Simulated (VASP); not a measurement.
The system is N.

```
N
1.0
     5.47242    0.00000    0.00000
     0.00000    5.47242    0.00000
     0.00000    0.00000    5.47242
N
8
Direct
  0.05777 0.05777 0.05777
  0.44223 0.94223 0.55777
  0.55777 0.44223 0.94223
  0.94223 0.55777 0.44223
  0.94244 0.94244 0.94244
  0.55756 0.05756 0.44244
  0.44244 0.55756 0.05756
  0.05756 0.44244 0.55756
```

Base run:

```yaml
Program: VASP 6.6.1
Functional: r2SCAN
Potentials_or_basis: VASP PAW PBE potentials, release 64 (N)
Cutoff: 520 eV
k_mesh: 6 × 6 × 6
Occupations: gaussian, width 0.01 eV
Spin: no spin polarisation
```

Its results: band gap on the k mesh 7.96 eV (least direct gap 8.00 eV); pressure 3.2 GPa; largest force 2.240 eV/Å.

Question: The run is repeated on the same cell with these changes: functional from r2SCAN to PBE; occupations from gaussian, width 0.01 eV to fermi-dirac, width 0.02 eV. What comes out?

Answer: Band gap on the k mesh 7.30 eV (least direct gap 7.33 eV); pressure 5.2 GPa; largest force 3.111 eV/Å.

Caveats: the standard files for N, O and F lose accuracy on very short bonds; the cell stands under pressure; the PAW data sets were made with another functional, which shifts forces and pressure a little (at least some runs); this functional lacks dispersion, which holds the molecules together, so the pressure and a relaxed volume are unreliable (at least some runs); forces of over 1 eV/Å act on the atoms, so gaps and moduli don't describe the material at rest (at least some runs).

A k mesh can miss the band edges.
